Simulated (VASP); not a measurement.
# Au (R-3m) in VASP: further runs, part 2 of 2

VASP 6.6.1.

**3. Single point, LDA**

This run uses another cell than the first one, of the same volume but with other edges.

INCAR reads:

```
SYSTEM = Au
PREC = Accurate
ENCUT = 520
EDIFF = 1E-7
ISMEAR = 0
SIGMA = 0.15
LREAL = .FALSE.
LASPH = .TRUE.
NELM = 100
ALGO = Fast
ISIF = 2
LWAVE = .FALSE.
LCHARG = .TRUE.
LELF = .TRUE.
LVHAR = .TRUE.
NBANDS = 12
```

KPOINTS reads:

```
Automatic mesh
0
G
  22 22 22
  0 0 0
```

POSCAR reads:

```
Au
1.0
   -2.0372681725      1.6781145129      1.6781145129
    1.6781145129     -2.0372681725      1.6781145129
    1.6781145129      1.6781145129     -2.0372681725
Au
1
Direct
    0.0000000000      0.0000000000      0.0000000000
```

Potentials or basis: VASP PAW LDA potentials, release 64 (Au).

The run is started by

```console
> cat potpaw_LDA.64/Au/POTCAR > POTCAR
> mpirun -np 1 vasp_std > vasp.out
```

It took 94 s on 1 thread of Intel Xeon 6975P-C (Granite Rapids), shared host; peak memory 0.31 GiB.

The run converged. Its results:

- Free energy: -3.1422 eV
- Pressure: 28.8 GPa

Stress tensor (GPa, compression positive):
```
28.83 46.37 46.37
46.37 28.83 46.37
46.37 46.37 28.83
```

Levels at points of the mesh, in eV from the Fermi level:
| k point | band 1 | band 2 | band 3 | band 4 | band 5 | band 6 | band 7 | band 8 | band 9 | band 10 |
| --- | --- | --- | --- | --- | --- | --- | --- | --- | --- | --- |
| (0.00, 0.00, 0.00) | -9.58 | -7.30 | -4.26 | -4.26 | -1.11 | -1.11 | 13.40 | 14.37 | 14.37 | 22.05 |
| (0.50, 0.00, 0.00) | -6.88 | -5.88 | -3.16 | -2.82 | -1.11 | 1.97 | 8.32 | 12.14 | 13.14 | 20.09 |
| (0.50, 0.50, 0.00) | -8.82 | -6.04 | -2.34 | -1.23 | -1.05 | -0.79 | 0.83 | 9.02 | 17.14 | 21.45 |
| (0.50, 0.50, 0.50) | -6.89 | -6.89 | -2.31 | -2.31 | 0.04 | 7.03 | 7.56 | 7.56 | 12.47 | 15.62 |

Caveat: spin-orbit coupling is left out, which moves the levels of the heavy elements.

**4. Single point, LDA**

This run uses another cell than the first one, of the same volume but with other edges.

INCAR reads:

```
ALGO = Fast
EDIFF = 1E-6
ENCUT = 520
ISIF = 2
ISMEAR = 0
LASPH = T
LCHARG = F
LREAL = F
LWAVE = F
NBANDS = 12
NELM = 100
PREC = Accurate
SIGMA = 0.15
```

KPOINTS reads:

```
k-points
0
Gamma
  22 22 22
```

POSCAR reads:

```
Au
1.0
   -1.2759445813      1.6799115917      1.6799115917
    1.6799115917     -1.2759445813      1.6799115917
    1.6799115917      1.6799115917     -1.2759445813
Au
1
Direct
    0.0000000000      0.0000000000      0.0000000000
```

Potentials or basis: VASP PAW LDA potentials, release 64 (Au).

The run is started by

```console
> cat potpaw_LDA.64/Au/POTCAR > POTCAR
> mpirun -np 1 vasp_std > vasp.out
```

OUTCAR:

```text
EDIFF = 1E-6
   ENCUT = 520
   ISIF = 2
   ISMEAR = 0
   LASPH = T
   LREAL = F
   NELM = 100
   PREC = Accurate

 ion  position               nearest neighbor table
   1  0.000  0.000  0.000-

  LATTYP: Found a trigonal (rhomboedric) cell.
 ALAT       =     2.6967091957
 COS(alpha) =    -0.2014297013

  Lattice vectors:

 A1 = (  -1.2759445813,   1.6799115917,   1.6799115917)
 A2 = (   1.6799115917,  -1.2759445813,   1.6799115917)
 A3 = (   1.6799115917,   1.6799115917,  -1.2759445813)

[... 538 lines left out ...]
     12      32.4161      0.00000

 [... further k-points ...]

------------------------ aborting loop because EDIFF is reached ----------------------------------------

  FORCE on cell =-STRESS in cart. coord.  units (eV):
  Direction    XX          YY          ZZ          XY          YZ          ZX
  --------------------------------------------------------------------------------------
  -------------------------------------------------------------------------------------
  Total       -0.1968151     -0.1968151     -0.1968151     -0.1831849     -0.1831849     -0.1831849
  in kB      -17.3192830    -17.3192830    -17.3192830    -16.1198566    -16.1198566    -16.1198566
  external PRESSURE =     -17.3192830 kB  Pullay stress =       0.0000000 kB

 VOLUME and BASIS-vectors are now :
 -----------------------------------------------------------------------------
  energy-cutoff  :      520.00
  volume of cell :       18.21
      direct lattice vectors                 reciprocal lattice vectors
    -1.275944581  1.679911592  1.679911592    -0.065582835  0.272728619  0.272728619
     1.679911592 -1.275944581  1.679911592     0.272728619 -0.065582835  0.272728619
     1.679911592  1.679911592 -1.275944581     0.272728619  0.272728619 -0.065582835

 POSITION                                       TOTAL-FORCE (eV/Angst)
 -----------------------------------------------------------------------------------
      0.00000      0.00000      0.00000         0.000000     -0.000000      0.000000
 -----------------------------------------------------------------------------------
    total drift:                                0.000000      0.000000      0.000000

  FREE ENERGIE OF THE ION-ELECTRON SYSTEM (eV)
  ---------------------------------------------------
  free  energy   TOTEN  =        -4.2576352151 eV

  energy  without entropy=       -4.2547801085  energy(sigma->0) =       -4.25620766
```

stdout:

```text
POSCAR found type information on POSCAR Au
 POSCAR found :  1 types and       1 ions
 scaLAPACK will be used
 LDA part: xc-table for (Slater(with rela. corr.)+CA(PZ))
 , standard interpolation
 POSCAR, INCAR and KPOINTS ok, starting setup
 FFT: planning ... GRIDC
 FFT: planning ... GRID_SOFT
 FFT: planning ... GRID
 WAVECAR not read
 entering main loop
```

Run time: 70 s. Hardware: 1 thread of Intel Xeon 6975P-C (Granite Rapids), shared host; peak memory 0.3 GiB.

What came out:

```yaml
Free_energy: -4.2576 eV
Pressure: -1.7 GPa
```

Caveat: spin-orbit coupling is left out, which moves the levels of the heavy elements.

**5. Single point, LDA**

INCAR reads:

```
SYSTEM = Au
ALGO     = Normal         ! electronic algorithm
EDIFF    = 1E-6           ! SCF threshold, eV
ENCUT    = 500            ! plane-wave cutoff, eV
GGA      = CA             ! functional
GGA_COMPAT= .False.      
ISIF     = 2              ! what is computed and relaxed
ISMEAR   = 0              ! smearing method
LASPH    = .True.         ! aspherical terms in the spheres
LCHARG   = .True.         ! write CHGCAR
LELF     = .True.         ! ELF
LREAL    = .False.        ! projectors in reciprocal space
LVHAR    = .True.       
LWAVE    = .False.        ! write WAVECAR
NBANDS   = 16             ! bands
NELM     = 120            ! most SCF steps
PREC     = Accurate       ! precision mode
SIGMA    = 0.15           ! smearing width, eV
```

KPOINTS reads:

```
k-points
0
Gamma
  22 22 22
  0 0 0
```

POSCAR reads:

```
Au
1.0
   -2.4360327815      1.7400234154      1.7400234154
    1.7400234154     -2.4360327815      1.7400234154
    1.7400234154      1.7400234154     -2.4360327815
Au
1
Direct
    0.0000000000      0.0000000000      0.0000000000
```

Potentials or basis: VASP PAW LDA potentials, release 64 (Au_sv_GW).

The run is started by

```console
> cat potpaw_LDA.64/Au_sv_GW/POTCAR > POTCAR
> mpirun -np 1 vasp_std > vasp.out
```

Wall time 6.2 min (1 thread of Intel Xeon Platinum 8259CL at 2.50GHz (Skylake/Cascade Lake), shared host); peak memory 0.4 GiB.

The run converged. Its results:

| Property | Result |
| --- | --- |
| Free energy | 7.8300 eV |
| Pressure | 272.6 GPa |

Stress tensor (GPa, compression positive):
```
272.64 270.92 270.92
270.92 272.64 270.92
270.92 270.92 272.64
```

Levels at points of the mesh, in eV from the Fermi level:
```csv
k point,band 7,band 8,band 9,band 10,band 11,band 12,band 13,band 14
"(0.00, 0.00, 0.00)",-7.98,-7.98,0.78,0.78,8.62,8.62,9.54,16.17
"(0.50, 0.00, 0.00)",-4.28,-3.96,-1.30,4.56,12.34,13.72,14.13,18.45
"(0.50, 0.50, 0.00)",-6.84,-4.49,-3.12,0.79,0.81,4.57,11.36,18.85
"(0.50, 0.50, 0.50)",-3.98,-3.98,-0.03,8.76,9.31,9.31,14.46,14.46
```

Caveat: spin-orbit coupling is left out, which moves the levels of the heavy elements.

**6. Summary**

```tsv
potentials or basis	cell	cutoff (eV)	second run	gap on the mesh (eV)	pressure (GPa)
VASP PAW LDA potentials, release 64 (Au)	a = 3.463 Å, angles 117.0°, 1 atom	520	-	none	201.1
VASP PAW LDA potentials, release 64 (Au)	a = 3.128 Å, angles 114.3°, 1 atom	520	-	none	28.8
VASP PAW LDA potentials, release 64 (Au)	a = 2.697 Å, angles 101.6°, 1 atom	520	-	none	-1.7
VASP PAW LDA potentials, release 64 (Au_sv_GW)	a = 3.463 Å, angles 117.0°, 1 atom	500	valence_matched	none	272.6
```

Alike in all rows: task single point; level LDA; no spin polarisation; k mesh 22 × 22 × 22; smearing gaussian 0.15 eV.

Caveats: spin-orbit coupling is left out, which moves the levels of the heavy elements.

Total energies depend on the potentials used, so only differences within one code and one set of settings carry meaning.
